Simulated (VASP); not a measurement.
# FeSi (P2_13) in VASP: single point with PBEsol

Aim: the single point of FeSi with PBEsol.

Program: VASP 6.6.1. These are calculated values, not measurements. Logs are shortened: lines on timing, memory, paths and dates and some standing lists are left out, and cuts for length are marked.

## 1. The cell of the first run

It takes space group P2_13 (No. 198, cubic). The conventional cell has a = 4.545 Å, b = 4.545 Å, c = 4.545 Å, α = 90.00°, β = 90.00°, γ = 90.00°. Fe (site symmetry 3) has 7 Si at 2.31 to 2.59 Å and 6 Fe at 2.78 Å within 3.0 Å. Si (site symmetry 3) has 7 Fe at 2.31 to 2.59 Å and 6 Si at 2.82 Å within 3.0 Å.

## 2. Single point, PBEsol (volume scaled by 1.10, then relaxed in part)

INCAR

```
SYSTEM = FeSi
PREC = Accurate ; ENCUT = 520
EDIFF = 1E-7 ; ISMEAR = 0
SIGMA = 0.01 ; LREAL = .FALSE.
LASPH = .TRUE. ; NELM = 80
ALGO = Normal ; ISIF = 2
LWAVE = .FALSE. ; LCHARG = .FALSE.
GGA = PS ; NBANDS = 34
```

KPOINTS

```
regular mesh
0
G
  8 8 8
  0 0 0
```

POSCAR

```
FeSi
1.0
    4.5454161422      0.0000000000      0.0000000000
    0.0000000000      4.5454161422      0.0000000000
    0.0000000000      0.0000000000      4.5454161422
Fe Si
4 4
Direct
    0.1316484375      0.1316484375      0.1316484375
    0.3683515625      0.8683515625      0.6316484375
    0.6316484375      0.3683515625      0.8683515625
    0.8683515625      0.6316484375      0.3683515625
    0.8386901532      0.8386901532      0.8386901532
    0.6613098468      0.1613098468      0.3386901532
    0.3386901532      0.6613098468      0.1613098468
    0.1613098468      0.3386901532      0.6613098468
```

Potentials or basis: VASP PAW PBE potentials, release 64 (Fe, Si).

The run is started by

```
$ cat potpaw_PBE.64/Fe/POTCAR potpaw_PBE.64/Si/POTCAR > POTCAR
$ mpirun -np 1 vasp_std > vasp.out
```

OUTCAR:

```text
SYSTEM = FeSi
   PREC = Accurate
   ENCUT = 520
   EDIFF = 1E-7
   ISMEAR = 0
   LREAL = .FALSE.
   LASPH = .TRUE.
   NELM = 80
   ISIF = 2
   GGA = PS

 ion  position               nearest neighbor table
   1  0.132  0.132  0.132-   5 2.31   6 2.34   7 2.34   8 2.34   7 2.59   8 2.59   6 2.59   3 2.78
                             4 2.78   2 2.78   2 2.78   4 2.78   3 2.78
   2  0.368  0.868  0.632-   6 2.31   5 2.34   7 2.34   8 2.34   7 2.59   8 2.59   5 2.59   1 2.78
                             1 2.78   3 2.78   3 2.78   4 2.78   4 2.78
   3  0.632  0.368  0.868-   7 2.31   6 2.34   5 2.34   8 2.34   8 2.59   6 2.59   5 2.59   1 2.78
                             4 2.78   2 2.78   2 2.78   4 2.78   1 2.78
   4  0.868  0.632  0.368-   8 2.31   6 2.34   7 2.34   5 2.34   6 2.59   5 2.59   7 2.59   1 2.78
                             3 2.78   2 2.78   1 2.78   2 2.78   3 2.78
   5  0.839  0.839  0.839-   1 2.31   2 2.34   3 2.34   4 2.34   3 2.59   4 2.59   2 2.59   6 2.82
                             7 2.82   8 2.82   6 2.82   8 2.82   7 2.82
   6  0.661  0.161  0.339-   2 2.31   1 2.34   3 2.34   4 2.34   3 2.59   4 2.59   1 2.59   8 2.82
                             5 2.82   5 2.82   7 2.82   7 2.82   8 2.82
   7  0.339  0.661  0.161-   3 2.31   2 2.34   1 2.34   4 2.34   4 2.59   2 2.59   1 2.59   8 2.82
                             5 2.82   8 2.82   6 2.82   6 2.82   5 2.82
   8  0.161  0.339  0.661-   4 2.31   2 2.34   3 2.34   1 2.34   2 2.59   1 2.59   3 2.59   7 2.82
                             5 2.82   7 2.82   5 2.82   6 2.82   6 2.82

  LATTYP: Found a simple cubic cell.
 ALAT       =     4.5454161422

  Lattice vectors:

 A1 = (   4.5454161422,   0.0000000000,   0.0000000000)
 A2 = (   0.0000000000,   4.5454161422,   0.0000000000)
 A3 = (   0.0000000000,   0.0000000000,   4.5454161422)

Analysis of symmetry for initial positions (statically):
=====================================================================
 Subroutine PRICEL returns:
 Original cell was already a primitive cell.

 Routine SETGRP: Setting up the symmetry group for a
 simple cubic supercell.

 Subroutine GETGRP returns: Found 12 space group operations
 (whereof  3 operations were pure point group operations)
 out of a pool of 48 trial point group operations.

The static configuration has the point symmetry C_3 .
 The point group associated with its full space group is T   .

Analysis of symmetry for dynamics (positions and initial velocities):
=====================================================================
 Subroutine PRICEL returns:
 Original cell was already a primitive cell.

 Routine SETGRP: Setting up the symmetry group for a
 simple cubic supercell.

 Subroutine GETGRP returns: Found 12 space group operations
 (whereof  3 operations were pure point group operations)
 out of a pool of 48 trial point group operations.

The dynamic configuration has the point symmetry C_3 .
 The point group associated with its full space group is T   .

 Subroutine INISYM returns: Found 12 space group operations
 (whereof  3 operations are pure point group operations),
 and found     1 'primitive' translations

----------------------------------------------------------------------------------------

                                     Primitive cell

  volume of cell :      93.9120

  direct lattice vectors                    reciprocal lattice vectors
     4.545416142  0.000000000  0.000000000     0.220001859  0.000000000  0.000000000
     0.000000000  4.545416142  0.000000000     0.000000000  0.220001859  0.000000000
     0.000000000  0.000000000  4.545416142     0.000000000  0.000000000  0.220001859

  length of vectors
     4.545416142  4.545416142  4.545416142     0.220001859  0.220001859  0.220001859

  position of ions in fractional coordinates (direct lattice)
     0.131648437  0.131648437  0.131648437
     0.368351563  0.868351563  0.631648437
     0.631648437  0.368351563  0.868351563
     0.868351563  0.631648437  0.368351563
     0.838690153  0.838690153  0.838690153
     0.661309847  0.161309847  0.338690153
     0.338690153  0.661309847  0.161309847
     0.161309847  0.338690153  0.661309847

  ion indices of the primitive-cell ions
   primitive index   ion index
                 1           1
                 2           2
                 3           3
                 4           4
                 5           5
                 6           6
                 7           7
                 8           8

----------------------------------------------------------------------------------------

 KPOINTS: regular mesh

Automatic generation of k-mesh.
 Grid dimensions read from file:
 generate k-points for:    8    8    8

 Generating k-lattice:

  Cartesian coordinates                     Fractional coordinates (reciprocal lattice)
     0.027500232  0.000000000  0.000000000     0.125000000  0.000000000  0.000000000
     0.000000000  0.027500232  0.000000000     0.000000000  0.125000000  0.000000000
     0.000000000  0.000000000  0.027500232     0.000000000  0.000000000  0.125000000

  Length of vectors
     0.027500232  0.027500232  0.027500232

  Shift w.r.t. Gamma in fractional coordinates (k-lattice)
     0.000000000  0.000000000  0.000000000

 Subroutine IBZKPT returns following result:
 ===========================================

 Found     45 irreducible k-points:

 Following reciprocal coordinates:
            Coordinates               Weight
  0.000000  0.000000  0.000000      1.000000
  0.125000  0.000000  0.000000      6.000000
  0.250000  0.000000  0.000000      6.000000
  0.375000  0.000000  0.000000      6.000000
  0.500000  0.000000  0.000000      3.000000
  0.125000  0.125000  0.000000     12.000000
[... 16 lines left out ...]
  0.250000  0.125000  0.125000     24.000000
  0.375000  0.125000  0.125000     24.000000
 [... further k-points ...]
   k-points           NKPTS =     45   k-points in BZ     NKDIM =     45   number of bands    NBANDS=     34
   number of dos      NEDOS =    301   number of ions     NIONS =      8
   total plane-waves  NPLWV =  46656
   dimension x,y,z NGX =    36 NGY =   36 NGZ =   36
   dimension x,y,z NGXF=    72 NGYF=   72 NGZF=   72
   ions per type =               4   4
   NGX,Y,Z   is equivalent  to a cutoff of  13.17, 13.17, 13.17 a.u.
   NGXF,Y,Z  is equivalent  to a cutoff of  26.33, 26.33, 26.33 a.u.
 SYSTEM =  FeSi
   PREC   = accura    normal or accurate (medium, high low for compatibility)
   ISTART =      0    job   : 0-new  1-cont  2-samecut
   ICHARG =      2    charge: 1-file 2-atom 10-const
   ISPIN  =      1    spin polarized calculation?
   LNONCOLLINEAR =      F non collinear calculations
   LSORBIT =      F    spin-orbit coupling
   LASPH  =      T    aspherical Exc in radial PAW
   ENCUT  =  520.0 eV  38.22 Ry    6.18 a.u.   8.45  8.45  8.45*2*pi/ulx,y,z
   NELM   =     80;   NELMIN=  2; NELMDL= -5     # of ELM steps
   EDIFF  = 0.1E-06   stopping-criterion for ELM
   LREAL  =      F    real-space projection
   EDIFFG = 0.1E-05   stopping-criterion for IOM
   NSW    =      0    number of steps for IOM
   IBRION =     -1    ionic relax: 0-MD 1-quasi-New 2-CG
   NFREE  =      0    steps in history (QN), initial steepest desc. (CG)
   ISIF   =      2    stress and relaxation
   ISYM   =      2    0-nonsym 1-usesym 2-fastsym
   POTIM  = 0.5000    time-step for ionic-motion
   TEBEG  =    0.0;   TEEND  =   0.0 temperature during run
   PSTRESS=    0.0 pullay stress
   NELECT =      48.0000    total number of electrons
   NUPDOWN=      -1.0000    fix difference up-down
   EMIN   =  10.00;   EMAX   =-10.00  energy-range for DOS
   EFERMI =   0.00;   METHOD = LEGACY
   ISMEAR =     0;   SIGMA  =   0.01  broadening in eV -4-tet -1-fermi 0-gaus
   EFERMI_NEDOS =   21; number of points for ismear=-14 and -15
   IALGO  =     38    algorithm
   IMIX   =      4    mixing-type and parameters
     AMIX     =   0.40;   BMIX     =  1.00
     AMIX_MAG =   1.60;   BMIX_MAG =  1.00
  volume/ion in A,a.u.               =      11.74        79.22
  Fermi-wavevector in a.u.,A,eV,Ry     =   1.308925  2.473511 23.310671  1.713286
  Thomas-Fermi vector in A             =   2.439559
   LORBIT       =      0    0 simple, 1 ext, 2 COOP (PROOUT), +10 PAW based schemes
   GGA     = PS    functional components
   LHFCALC =     F    Hartree Fock is set to
   AEXX    =    0.0000 exact exchange contribution
   IVDW    =     0    specifies the selected vdW correction
   LEPSILON=     F    determine dielectric tensor
   LRPA    =     F    only Hartree local field effects (RPA)
 non-spin polarized calculation
 Gauss-broadening in eV      SIGMA  =   0.01
  energy-cutoff  :      520.00
  volume of cell :       93.91
 maximum number of plane-waves:      2560
 NGX is ok and might be reduce to    36
   NGX = 17   NGY = 17   NGZ = 17

 number of electron      47.9999995 magnetization

 Free energy of the ion-electron system (eV)
  ---------------------------------------------------
  ext. energy  EPLUGINS =         0.00000000
  ---------------------------------------------------
  free energy    TOTEN  =       -63.31435454 eV

  energy without entropy =      -63.31435454  energy(sigma->0) =      -63.31435454

 E-fermi :   8.8302     XC(G=0): -12.5750

 val. band max:        8.7813318975   @ k =  -0.1250   0.2500   0.0000
 cond. band min:       8.9310323088   @ k =   0.2500   0.2500   0.0000
 fundamental gap:      0.1497004114
 Fermi energy:         8.8301552733

 k-point     1 :       0.0000    0.0000    0.0000
  band No.  band energies     occupation
      1      -3.9225      2.00000
      2       1.2178      2.00000
      3       1.2178      2.00000
      4       1.2178      2.00000
      5       4.0003      2.00000
      6       4.0003      2.00000
[... 26 lines left out ...]
     33      12.8662      0.00000
     34      12.8662      0.00000
[... 820 lines left out ...]
      4       2.0802      2.00000
      5       3.1385      2.00000
      6       3.8171      2.00000
[... 26 lines left out ...]
     33      12.7021      0.00000
     34      13.4732      0.00000

 [... further k-points ...]

------------------------ aborting loop because EDIFF is reached ----------------------------------------

  FORCE on cell =-STRESS in cart. coord.  units (eV):
  Direction    XX          YY          ZZ          XY          YZ          ZX
  --------------------------------------------------------------------------------------
  -------------------------------------------------------------------------------------
  Total      -10.3111982    -10.3111982    -10.3111982     -0.0000000     -0.0000000     -0.0000000
  in kB     -175.9133363   -175.9133363   -175.9133363     -0.0000000     -0.0000000     -0.0000000
  external PRESSURE =    -175.9133363 kB  Pullay stress =       0.0000000 kB

 VOLUME and BASIS-vectors are now :
 -----------------------------------------------------------------------------
  energy-cutoff  :      520.00
  volume of cell :       93.91
      direct lattice vectors                 reciprocal lattice vectors
     4.545416142  0.000000000  0.000000000     0.220001859  0.000000000  0.000000000
     0.000000000  4.545416142  0.000000000     0.000000000  0.220001859  0.000000000
     0.000000000  0.000000000  4.545416142     0.000000000  0.000000000  0.220001859

 POSITION                                       TOTAL-FORCE (eV/Angst)
 -----------------------------------------------------------------------------------
      0.59840      0.59840      0.59840         0.023923      0.023923      0.023923
      1.67431      3.94702      2.87111        -0.023923     -0.023923      0.023923
      2.87111      1.67431      3.94702         0.023923     -0.023923     -0.023923
      3.94702      2.87111      1.67431        -0.023923      0.023923     -0.023923
      3.81220      3.81220      3.81220         0.005855      0.005855      0.005855
      3.00593      0.73322      1.53949        -0.005855     -0.005855      0.005855
      1.53949      3.00593      0.73322         0.005855     -0.005855     -0.005855
      0.73322      1.53949      3.00593        -0.005855      0.005855     -0.005855
 -----------------------------------------------------------------------------------
    total drift:                                0.000000      0.000000     -0.000000

  FREE ENERGIE OF THE ION-ELECTRON SYSTEM (eV)
  ---------------------------------------------------
  free  energy   TOTEN  =       -63.3143545445 eV

  energy  without entropy=      -63.3143545445  energy(sigma->0) =      -63.31435454
```

Wall time 56 s (1 thread of Intel Xeon 6975P-C (Granite Rapids), shared host); peak memory 0.26 GiB.

What came out:

```yaml
Free_energy: -63.3144 eV
Pressure: -17.6 GPa
Largest_force: 0.041 eV/Å
Band_gap_on_the_k_mesh: 0.15 eV, indirect (least direct gap 0.16 eV)
```

Forces on the atoms (eV/Å):
```
Fe   0.024  0.024  0.024
Fe  -0.024 -0.024  0.024
Fe   0.024 -0.024 -0.024
Fe  -0.024  0.024 -0.024
Si   0.006  0.006  0.006
Si  -0.006 -0.006  0.006
Si   0.006 -0.006 -0.006
Si  -0.006  0.006 -0.006
```

Levels at points of the mesh, in eV from the valence-band top:
```csv
k point,band 21,band 22,band 23,band 24,band 25,band 26,band 27,band 28
"(0.00, 0.00, 0.00)",-0.25,-0.25,-0.02,-0.02,0.59,0.59,0.59,2.79
"(0.50, 0.00, 0.00)",-0.33,-0.33,-0.02,-0.02,0.19,0.19,1.60,1.60
"(0.50, 0.50, 0.00)",-0.93,-0.93,-0.31,-0.31,0.60,0.60,1.18,1.18
"(0.50, 0.50, 0.50)",-0.58,-0.58,-0.58,-0.58,0.45,0.45,0.45,0.45
```

Caveat: the PAW data sets were made with another functional, which shifts forces and pressure a little.
